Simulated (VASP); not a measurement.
The system is TiO2 (Rutile).

```
Ti O
1.0
     4.63994    0.00000    0.00000
     0.00000    4.63994    0.00000
     0.00000    0.00000    3.00672
Ti O
2 4
Direct
  0.00000 0.00000 0.00000
  0.50000 0.50000 0.50000
  0.30567 0.30567 0.00000
  0.19433 0.80567 0.50000
  0.69433 0.69433 0.00000
  0.80567 0.19433 0.50000
```

- Program: VASP 6.6.1
- Task: relaxation of cell and atoms
- Functional: PBE
- Potentials or basis: VASP PAW PBE potentials, release 64 (Ti_sv, O)
- Cutoff: 600 eV
- k mesh: 6 × 6 × 10
- Occupations: gaussian, width 0.02 eV
- Spin: no spin polarisation
- Hubbard terms: Ti d U = 4.0 eV

At the start: pressure 3.8 GPa; volume 10.79 Å³/atom.

Q: Where does the relaxation end?

A: Over 9 steps the energy falls by 2.2 meV/atom and the volume is 10.96 Å³/atom (+1.6 %); space group P4_2/mnm (No. 136, to 0.05 Å).

The path:
```csv
step,energy change (eV),largest force (eV/Å),pressure (GPa),volume (Å³)
1,0.0000,0.1497,3.78,64.73
2,0.0088,0.1539,-4.57,67.14
3,-0.0129,0.0098,-0.01,65.76
4,-0.0129,0.0124,0.03,65.74
5,-0.0131,0.0026,0.07,65.76
6,-0.0132,0.0005,0.07,65.76
7,-0.0132,0.0002,0.06,65.76
8,-0.0132,0.0009,0.08,65.76
9,-0.0132,0.0003,0.05,65.76
```

Final structure:
```
Ti O
1.0
     4.66697    0.00000    0.00000
     0.00000    4.66697    0.00000
     0.00000    0.00000    3.01934
Ti O
2 4
Direct
  0.00000 0.00000 0.00000
  0.50000 0.50000 0.50000
  0.30510 0.30510 0.00000
  0.19490 0.80510 0.50000
  0.69490 0.69490 0.00000
  0.80510 0.19490 0.50000
```
